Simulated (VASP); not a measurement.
# Mg32O31 (a cell with a defect) in VASP: notebook

The runs below take Mg32O31 (a cell with a defect) through relaxation of the atoms, single point, with PBE+D3(BJ).

Everything below comes from runs of VASP 6.6.1. Logs are shortened: lines on timing, memory, paths and dates and some standing lists are left out, and cuts for length are marked.

### Step 1. The cell of the first run

The cell holds a defect, 63 atoms: a = 8.822 Å, b = 8.822 Å, c = 8.822 Å, α = 90.00°, β = 90.00°, γ = 90.00°.

### Step 2. Relaxation of the atoms, PBE+D3(BJ)

Contents of INCAR:

```
ALGO = Normal ; EDIFF = 1E-6
EDIFFG = -0.03 ; ENCUT = 520
GGA = PE ; IBRION = 2
ISIF = 2 ; ISMEAR = 0
IVDW = 12 ; LASPH = T
LCHARG = F ; LREAL = Auto
LWAVE = F ; NELM = 60
NSW = 80 ; PREC = Accurate
SIGMA = 0.05
```

Contents of KPOINTS:

```
k-points
0
Gamma
  1 1 1
```

Contents of POSCAR:

```
Mg32O31
1.0
    8.8224000000      0.0000000000      0.0000000000
    0.0000000000      8.8224000000      0.0000000000
    0.0000000000      0.0000000000      8.8224000000
Mg O
32 31
Direct
    0.5000000000      0.0000000000      0.0000000000
    0.7500000000      0.2500000000      0.0000000000
    0.7500000000      0.0000000000      0.2500000000
    0.0000000000      0.0000000000      0.0000000000
    0.2500000000      0.2500000000      0.0000000000
    0.5000000000      0.5000000000      0.0000000000
    0.7500000000      0.7500000000      0.0000000000
    0.2500000000      0.0000000000      0.2500000000
    0.5000000000      0.2500000000      0.2500000000
    0.7500000000      0.5000000000      0.2500000000
    0.5000000000      0.0000000000      0.5000000000
    0.7500000000      0.2500000000      0.5000000000
    0.7500000000      0.0000000000      0.7500000000
    0.0000000000      0.5000000000      0.0000000000
    0.2500000000      0.7500000000      0.0000000000
    0.0000000000      0.2500000000      0.2500000000
    0.2500000000      0.5000000000      0.2500000000
    0.5000000000      0.7500000000      0.2500000000
    0.0000000000      0.0000000000      0.5000000000
    0.2500000000      0.2500000000      0.5000000000
    0.5000000000      0.5000000000      0.5000000000
    0.7500000000      0.7500000000      0.5000000000
    0.2500000000      0.0000000000      0.7500000000
    0.5000000000      0.2500000000      0.7500000000
    0.7500000000      0.5000000000      0.7500000000
    0.0000000000      0.7500000000      0.2500000000
    0.0000000000      0.5000000000      0.5000000000
    0.2500000000      0.7500000000      0.5000000000
    0.0000000000      0.2500000000      0.7500000000
    0.2500000000      0.5000000000      0.7500000000
    0.5000000000      0.7500000000      0.7500000000
    0.0000000000      0.7500000000      0.7500000000
    0.7500000000      0.2500000000      0.2500000000
    0.0000000000      0.5000000000      0.2500000000
    0.0000000000      0.2500000000      0.5000000000
    0.2500000000      0.2500000000      0.2500000000
    0.5000000000      0.5000000000      0.2500000000
    0.7500000000      0.7500000000      0.2500000000
    0.0000000000      0.0000000000      0.2500000000
    0.5000000000      0.2500000000      0.5000000000
    0.7500000000      0.5000000000      0.5000000000
    0.7500000000      0.2500000000      0.7500000000
    0.0000000000      0.5000000000      0.7500000000
    0.0000000000      0.2500000000      0.0000000000
    0.0000000000      0.7500000000      0.5000000000
    0.5000000000      0.0000000000      0.2500000000
    0.2500000000      0.5000000000      0.5000000000
    0.5000000000      0.7500000000      0.5000000000
    0.7500000000      0.0000000000      0.5000000000
    0.2500000000      0.2500000000      0.7500000000
    0.5000000000      0.5000000000      0.7500000000
    0.7500000000      0.7500000000      0.7500000000
    0.0000000000      0.0000000000      0.7500000000
    0.5000000000      0.2500000000      0.0000000000
    0.7500000000      0.5000000000      0.0000000000
    0.0000000000      0.7500000000      0.0000000000
    0.2500000000      0.0000000000      0.5000000000
    0.2500000000      0.7500000000      0.7500000000
    0.5000000000      0.0000000000      0.7500000000
    0.2500000000      0.5000000000      0.0000000000
    0.5000000000      0.7500000000      0.0000000000
    0.7500000000      0.0000000000      0.0000000000
    0.2500000000      0.0000000000      0.0000000000
```

Potentials or basis: VASP PAW PBE potentials, release 64 (Mg, O).

Command:

```sh
> cat potpaw_PBE.64/Mg/POTCAR potpaw_PBE.64/O/POTCAR > POTCAR
> mpirun -np 1 vasp_gam > vasp.out
```

OUTCAR:

```text
EDIFF = 1E-6
   EDIFFG = -0.03
   ENCUT = 520
   GGA = PE
   IBRION = 2
   ISIF = 2
   ISMEAR = 0
   IVDW = 12
   LASPH = T
   LREAL = Auto
   NELM = 60
   NSW = 80
   PREC = Accurate
 IVDW          = 12

 ion  position               nearest neighbor table
   1  0.500  0.000  0.000-  46 2.21  54 2.21  59 2.21  61 2.21  62 2.21  63 2.21  13 3.12  15 3.12
                            18 3.12  23 3.12  24 3.12  31 3.12   2 3.12   3 3.12   5 3.12   7 3.12
   2  0.750  0.250  0.000-  33 2.21  42 2.21  44 2.21  54 2.21  55 2.21  62 2.21  13 3.12  14 3.12
                            16 3.12  24 3.12  25 3.12  29 3.12   1 3.12   3 3.12   4 3.12   6 3.12
   3  0.750  0.000  0.250-  33 2.21  38 2.21  39 2.21  46 2.21  49 2.21  62 2.21  12 3.12  16 3.12
                            18 3.12  19 3.12  22 3.12  26 3.12   1 3.12   2 3.12   4 3.12   7 3.12
   4  0.000  0.000  0.000-  39 2.21  44 2.21  53 2.21  56 2.21  62 2.21  63 2.21  15 3.12  16 3.12
                            23 3.12  26 3.12  29 3.12  32 3.12   2 3.12   3 3.12   5 3.12   7 3.12
   5  0.250  0.250  0.000-  36 2.21  44 2.21  50 2.21  54 2.21  60 2.21  63 2.21  16 3.12  17 3.12
                            23 3.12  24 3.12  29 3.12  30 3.12   1 3.12   4 3.12   6 3.12   8 3.12
   6  0.500  0.500  0.000-  37 2.21  51 2.21  54 2.21  55 2.21  60 2.21  61 2.21  17 3.12  18 3.12
                            24 3.12  25 3.12  30 3.12  31 3.12   2 3.12   5 3.12   7 3.12   9 3.12
   7  0.750  0.750  0.000-  38 2.21  52 2.21  55 2.21  56 2.21  61 2.21  62 2.21  14 3.12  18 3.12
                            25 3.12  26 3.12  31 3.12  32 3.12   1 3.12   3 3.12   4 3.12   6 3.12
   8  0.250  0.000  0.250-  36 2.21  39 2.21  46 2.21  57 2.21  63 2.21  15 3.12  16 3.12  18 3.12
                            19 3.12  20 3.12  26 3.12  28 3.12   1 3.12   4 3.12   5 3.12   9 3.12
   9  0.500  0.250  0.250-  33 2.21  36 2.21  37 2.21  40 2.21  46 2.21  54 2.21  10 3.12  11 3.12
[... 76 lines left out ...]
  62  0.750  0.000  0.000-   1 2.21   2 2.21   3 2.21   4 2.21   7 2.21  13 2.21
  63  0.250  0.000  0.000-   1 2.21   4 2.21   5 2.21   8 2.21  15 2.21  23 2.21

  LATTYP: Found a simple cubic cell.
 ALAT       =     8.8224000000

  Lattice vectors:

 A1 = (   8.8224000000,   0.0000000000,   0.0000000000)
 A2 = (   0.0000000000,   8.8224000000,   0.0000000000)
 A3 = (   0.0000000000,   0.0000000000,   8.8224000000)

Analysis of symmetry for initial positions (statically):
=====================================================================
 Subroutine PRICEL returns:
 Original cell was already a primitive cell.

 Routine SETGRP: Setting up the symmetry group for a
 simple cubic supercell.

 Subroutine GETGRP returns: Found 48 space group operations
 (whereof  6 operations were pure point group operations)
 out of a pool of 48 trial point group operations.

The static configuration has the point symmetry C_3v.
 The point group associated with its full space group is O_h .

Analysis of symmetry for dynamics (positions and initial velocities):
=====================================================================
 Subroutine PRICEL returns:
 Original cell was already a primitive cell.

 Routine SETGRP: Setting up the symmetry group for a
 simple cubic supercell.

 Subroutine GETGRP returns: Found 48 space group operations
 (whereof  6 operations were pure point group operations)
 out of a pool of 48 trial point group operations.

The dynamic configuration has the point symmetry C_3v.
 The point group associated with its full space group is O_h .

 Subroutine INISYM returns: Found 48 space group operations
 (whereof  6 operations are pure point group operations),
 and found     1 'primitive' translations

----------------------------------------------------------------------------------------

                                     Primitive cell

  volume of cell :     686.6892

  direct lattice vectors                    reciprocal lattice vectors
     8.822400000  0.000000000  0.000000000     0.113347842  0.000000000  0.000000000
     0.000000000  8.822400000  0.000000000     0.000000000  0.113347842  0.000000000
     0.000000000  0.000000000  8.822400000     0.000000000  0.000000000  0.113347842

  length of vectors
     8.822400000  8.822400000  8.822400000     0.113347842  0.113347842  0.113347842

  position of ions in fractional coordinates (direct lattice)
     0.500000000  0.000000000  0.000000000
     0.750000000  0.250000000  0.000000000
     0.750000000  0.000000000  0.250000000
     0.000000000  0.000000000  0.000000000
     0.250000000  0.250000000  0.000000000
     0.500000000  0.500000000  0.000000000
[... 55 lines left out ...]
     0.750000000  0.000000000  0.000000000
     0.250000000  0.000000000  0.000000000

  ion indices of the primitive-cell ions
   primitive index   ion index
                 1           1
                 2           2
                 3           3
                 4           4
                 5           5
                 6           6
[... 55 lines left out ...]
                62          62
                63          63

----------------------------------------------------------------------------------------

 KPOINTS: k-points

Automatic generation of k-mesh.
 Grid dimensions read from file:
 generate k-points for:    1    1    1

 Generating k-lattice:

  Cartesian coordinates                     Fractional coordinates (reciprocal lattice)
     0.113347842  0.000000000  0.000000000     1.000000000  0.000000000  0.000000000
     0.000000000  0.113347842  0.000000000     0.000000000  1.000000000  0.000000000
     0.000000000  0.000000000  0.113347842     0.000000000  0.000000000  1.000000000

  Length of vectors
     0.113347842  0.113347842  0.113347842

  Shift w.r.t. Gamma in fractional coordinates (k-lattice)
     0.000000000  0.000000000  0.000000000

 Subroutine IBZKPT returns following result:
 ===========================================

 Found      1 irreducible k-points:

 Following reciprocal coordinates:
            Coordinates               Weight
  0.000000  0.000000  0.000000      1.000000
   k-points           NKPTS =      1   k-points in BZ     NKDIM =      1   number of bands    NBANDS=    157
   number of dos      NEDOS =    301   number of ions     NIONS =     63
   total plane-waves  NPLWV = 343000
   dimension x,y,z NGX =    70 NGY =   70 NGZ =   70
   dimension x,y,z NGXF=   140 NGYF=  140 NGZF=  140
   ions per type =              32  31
   NGX,Y,Z   is equivalent  to a cutoff of  13.19, 13.19, 13.19 a.u.
   NGXF,Y,Z  is equivalent  to a cutoff of  26.38, 26.38, 26.38 a.u.
 SYSTEM =  unknown system
   PREC   = accura    normal or accurate (medium, high low for compatibility)
   ISTART =      0    job   : 0-new  1-cont  2-samecut
   ICHARG =      2    charge: 1-file 2-atom 10-const
   ISPIN  =      1    spin polarized calculation?
   LNONCOLLINEAR =      F non collinear calculations
   LSORBIT =      F    spin-orbit coupling
   LASPH  =      T    aspherical Exc in radial PAW
   ENCUT  =  520.0 eV  38.22 Ry    6.18 a.u.  16.40 16.40 16.40*2*pi/ulx,y,z
   NELM   =     60;   NELMIN=  2; NELMDL= -5     # of ELM steps
   EDIFF  = 0.1E-05   stopping-criterion for ELM
   LREAL  =      T    real-space projection
   EDIFFG = -.3E-01   stopping-criterion for IOM
   NSW    =     80    number of steps for IOM
   IBRION =      2    ionic relax: 0-MD 1-quasi-New 2-CG
   NFREE  =      1    steps in history (QN), initial steepest desc. (CG)
   ISIF   =      2    stress and relaxation
   ISYM   =      2    0-nonsym 1-usesym 2-fastsym
   POTIM  = 0.5000    time-step for ionic-motion
   TEBEG  =    0.0;   TEEND  =   0.0 temperature during run
   PSTRESS=    0.0 pullay stress
   NELECT =     250.0000    total number of electrons
   NUPDOWN=      -1.0000    fix difference up-down
   EMIN   =  10.00;   EMAX   =-10.00  energy-range for DOS
   EFERMI =   0.00;   METHOD = LEGACY
   ISMEAR =     0;   SIGMA  =   0.05  broadening in eV -4-tet -1-fermi 0-gaus
   EFERMI_NEDOS =   21; number of points for ismear=-14 and -15
   IALGO  =     38    algorithm
   IMIX   =      4    mixing-type and parameters
     AMIX     =   0.40;   BMIX     =  1.00
     AMIX_MAG =   1.60;   BMIX_MAG =  1.00
  volume/ion in A,a.u.               =      10.90        73.56
  Fermi-wavevector in a.u.,A,eV,Ry     =   1.168965  2.209023 18.592071  1.366479
  Thomas-Fermi vector in A             =   2.305444
   LORBIT       =      0    0 simple, 1 ext, 2 COOP (PROOUT), +10 PAW based schemes
   GGA     = PE    functional components
   LHFCALC =     F    Hartree Fock is set to
   AEXX    =    0.0000 exact exchange contribution
   IVDW    =    12    specifies the selected vdW correction
   LEPSILON=     F    determine dielectric tensor
   LRPA    =     F    only Hartree local field effects (RPA)
 conjugate gradient relaxation of ions
 non-spin polarized calculation
 Gauss-broadening in eV      SIGMA  =   0.05
  energy-cutoff  :      520.00
  volume of cell :      686.69
 maximum number of plane-waves:      9307
 NGX is ok and might be reduce to    70
   NGX = 33   NGY = 33   NGZ = 33

--------------------------------------- Ionic step        1  -------------------------------------------

 number of electron     250.0000134 magnetization

 Free energy of the ion-electron system (eV)
  ---------------------------------------------------
  ext. energy  EPLUGINS =         0.00000000
  ---------------------------------------------------
  free energy    TOTEN  =      -366.35362001 eV

  energy without entropy =     -366.35362001  energy(sigma->0) =     -366.35362001

------------------------ aborting loop because EDIFF is reached ----------------------------------------

 Edisp (eV)  -16.04017

 E8    (eV) :    -6.2982
[... 496 lines left out ...]
--------------------------------------- Ionic step        6  -------------------------------------------

 number of electron     250.0000130 magnetization

 Free energy of the ion-electron system (eV)
  ---------------------------------------------------
  ext. energy  EPLUGINS =         0.00000000
  ---------------------------------------------------
  free energy    TOTEN  =      -366.51791148 eV

  energy without entropy =     -366.51791148  energy(sigma->0) =     -366.51791148

 E-fermi :   4.5110     XC(G=0): -10.3865

 val. band max:        4.2121187026   @ k =   0.0000   0.0000   0.0000
 cond. band min:       6.3130244771   @ k =   0.0000   0.0000   0.0000
 fundamental gap:      2.1009057744
 Fermi energy:         4.5110245451

 k-point     1 :       0.0000    0.0000    0.0000
  band No.  band energies     occupation
      1     -14.4494      2.00000
      2     -13.9424      2.00000
      3     -13.9424      2.00000
      4     -13.8734      2.00000
      5     -13.8734      2.00000
      6     -13.8734      2.00000
[... 129 lines left out ...]
    136       9.5117      0.00000
    137       9.5117      0.00000
 [bands above 137 left out]

------------------------ aborting loop because EDIFF is reached ----------------------------------------

 Edisp (eV)  -16.04104

 E8    (eV) :    -6.2986
[... 86 lines left out ...]
  FREE ENERGIE OF THE ION-ELECTRON SYSTEM (eV)
  ---------------------------------------------------
  free  energy   TOTEN  =      -382.5589474181 eV

  energy  without entropy=     -382.5589474181  energy(sigma->0) =     -382.55894742

 reached required accuracy - stopping structural energy minimisation
```

It took 23 min on 1 thread of AMD EPYC 7R43 (Zen 3), shared host; peak memory 0.69 GiB.

What came out:

```
Free energy                  : -382.5589 eV
Energy gained by relaxing    : 2.6 meV/atom
Ionic steps                  : 6
Pressure after relaxing      : -16.1 GPa
Largest force after relaxing : 0.016 eV/Å
Band gap on the k mesh       : 2.10 eV
Dispersion energy per atom   : -0.255 eV
```

Forces in eV/Å, atoms in the order of the input:
```
Mg   0.008  0.008 -0.008
Mg   0.000  0.000 -0.012
Mg   0.000  0.012  0.000
Mg  -0.008  0.008 -0.008
Mg   0.000  0.000 -0.012
Mg   0.008 -0.008 -0.008
Mg   0.000  0.000 -0.012
Mg   0.000  0.001  0.000
Mg   0.012  0.000  0.000
Mg   0.000 -0.012  0.000
Mg   0.008  0.008  0.008
Mg   0.000  0.000  0.012
Mg   0.000  0.012  0.000
Mg  -0.008 -0.008 -0.008
Mg   0.000  0.000 -0.001
Mg  -0.012  0.000  0.000
Mg   0.000 -0.001  0.000
Mg   0.001  0.000  0.000
Mg  -0.008  0.008  0.008
Mg   0.000  0.000  0.012
Mg   0.008 -0.008  0.008
Mg   0.000  0.000  0.012
Mg   0.000  0.012  0.000
Mg   0.012  0.000  0.000
Mg   0.000 -0.012  0.000
Mg  -0.001  0.000  0.000
Mg  -0.008 -0.008  0.008
Mg   0.000  0.000  0.001
Mg  -0.012  0.000  0.000
Mg   0.000 -0.012  0.000
Mg   0.012  0.000  0.000
Mg  -0.012  0.000  0.000
O    0.000  0.000  0.000
O   -0.007 -0.007  0.000
O   -0.012  0.000  0.012
O    0.000  0.000  0.000
O    0.007 -0.007  0.000
O    0.000  0.000  0.000
O   -0.007  0.007  0.000
O    0.012  0.000  0.012
O    0.000 -0.012  0.012
O    0.000  0.000  0.000
O   -0.012 -0.012  0.000
O   -0.012  0.000 -0.012
O   -0.007  0.000  0.007
O    0.007  0.007  0.000
O    0.000 -0.007  0.007
O    0.007  0.000  0.007
O    0.000  0.012  0.012
O    0.000  0.000  0.000
O    0.012 -0.012  0.000
O    0.000  0.000  0.000
O   -0.012  0.012  0.000
O    0.012  0.000 -0.012
O    0.000 -0.012 -0.012
O   -0.007  0.000 -0.007
O    0.000  0.007  0.007
O    0.000  0.000  0.000
O    0.012  0.012  0.000
O    0.000 -0.007 -0.007
O    0.007  0.000 -0.007
O    0.000  0.012 -0.012
O    0.000  0.007 -0.007
```

The path:
```csv
step,energy change (eV),largest force (eV/Å),pressure (GPa)
1,0.0000,0.6835,-16.55
2,-0.1078,0.3369,-16.33
3,-0.1386,0.1308,-16.13
4,-0.1554,0.0695,-16.10
5,-0.1614,0.0965,-16.07
6,-0.1652,0.0163,-16.05
```

Final structure:
```
Mg O
1.0
     8.82240    0.00000    0.00000
     0.00000    8.82240    0.00000
     0.00000    0.00000    8.82240
Mg O
32 31
Direct
  0.49978 0.99978 0.00022
  0.75000 0.25000 0.99967
  0.75000 0.00199 0.25000
  0.00022 0.99978 0.00022
  0.25000 0.25000 0.99801
  0.49978 0.50022 0.00022
  0.75000 0.75000 0.99801
  0.25000 0.00908 0.25000
  0.50199 0.25000 0.25000
  0.75000 0.49801 0.25000
  0.49978 0.99978 0.49978
  0.75000 0.25000 0.50033
  0.75000 0.00033 0.75000
  0.00022 0.50022 0.00022
  0.25000 0.75000 0.99092
  0.99801 0.25000 0.25000
  0.25000 0.49092 0.25000
  0.50908 0.75000 0.25000
  0.00022 0.99978 0.49978
  0.25000 0.25000 0.50199
  0.49978 0.50022 0.49978
  0.75000 0.75000 0.50199
  0.25000 0.00199 0.75000
  0.50033 0.25000 0.75000
  0.75000 0.49967 0.75000
  0.99092 0.75000 0.25000
  0.00022 0.50022 0.49978
  0.25000 0.75000 0.50908
  0.99967 0.25000 0.75000
  0.25000 0.49801 0.75000
  0.50199 0.75000 0.75000
  0.99801 0.75000 0.75000
  0.75000 0.25000 0.25000
  0.99984 0.49984 0.25000
  0.00037 0.25000 0.49963
  0.25000 0.25000 0.25000
  0.50016 0.49984 0.25000
  0.75000 0.75000 0.25000
  0.99984 0.00016 0.25000
  0.49963 0.25000 0.49963
  0.75000 0.50037 0.49963
  0.75000 0.25000 0.75000
  0.00037 0.50037 0.75000
  0.00037 0.25000 0.00037
  0.99984 0.75000 0.50016
  0.50016 0.00016 0.25000
  0.25000 0.49984 0.50016
  0.50016 0.75000 0.50016
  0.75000 0.99963 0.49963
  0.25000 0.25000 0.75000
  0.49963 0.50037 0.75000
  0.75000 0.75000 0.75000
  0.00037 0.99963 0.75000
  0.49963 0.25000 0.00037
  0.75000 0.50037 0.00037
  0.99984 0.75000 0.99984
  0.25000 0.00016 0.50016
  0.25000 0.75000 0.75000
  0.49963 0.99963 0.75000
  0.25000 0.49984 0.99984
  0.50016 0.75000 0.99984
  0.75000 0.99963 0.00037
  0.25000 0.00016 0.99984
```

Caveat: the k points lie up to 0.71 Å⁻¹ apart.

(Part 1 of 3 ends here.)
